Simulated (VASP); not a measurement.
# HfO2: single point with r2SCAN

Crystal: HfO2.

```
Hf O
1.0
     0.00000    2.52918    2.52918
     2.52918    0.00000    2.52918
     2.52918    2.52918    0.00000
Hf O
1 2
Direct
  0.00000 0.00000 0.00000
  0.25000 0.25000 0.25000
  0.75000 0.75000 0.75000
```

| Item | Value |
| --- | --- |
| Program | VASP 6.6.1 |
| Task | single point |
| Functional | r2SCAN |
| Potentials or basis | VASP PAW PBE potentials, release 64 (Hf_pv, O) |
| Cutoff | 520 eV |
| k mesh | 6 × 6 × 6 |
| Occupations | gaussian, width 0.01 eV |
| Spin | no spin polarisation |
| Dipole correction | no |
| Further INCAR settings | ALGO = Normal; EDIFF = 1e-07; NBANDS = 18 |

| Quantity | Value |
| --- | --- |
| Pressure | -4.0 GPa |
| Band gap on the k mesh | 4.31 eV, direct |

Levels at points of the mesh, in eV from the valence-band top:
| k point | band 8 | band 9 | band 10 | band 11 | band 12 | band 13 | band 14 | band 15 |
| --- | --- | --- | --- | --- | --- | --- | --- | --- |
| (0.00, 0.00, 0.00) | -5.48 | -0.64 | -0.64 | -0.64 | 4.42 | 4.42 | 6.52 | 11.09 |
| (0.50, 0.00, 0.00) | -3.08 | -2.82 | -1.90 | -1.90 | 5.12 | 5.12 | 7.56 | 9.64 |
| (0.50, 0.50, 0.00) | -3.60 | -1.57 | -1.57 | 0.00 | 4.31 | 6.05 | 7.24 | 8.73 |

Wall time 53 s on 1 thread of Intel Xeon 6975P-C, with other jobs on the host, peak memory 0.17 GiB.

Caveat: the PAW data sets were made with another functional, which shifts forces and pressure a little; spin-orbit coupling is left out, which moves the levels of the heavy elements. A k mesh can miss the band edges.
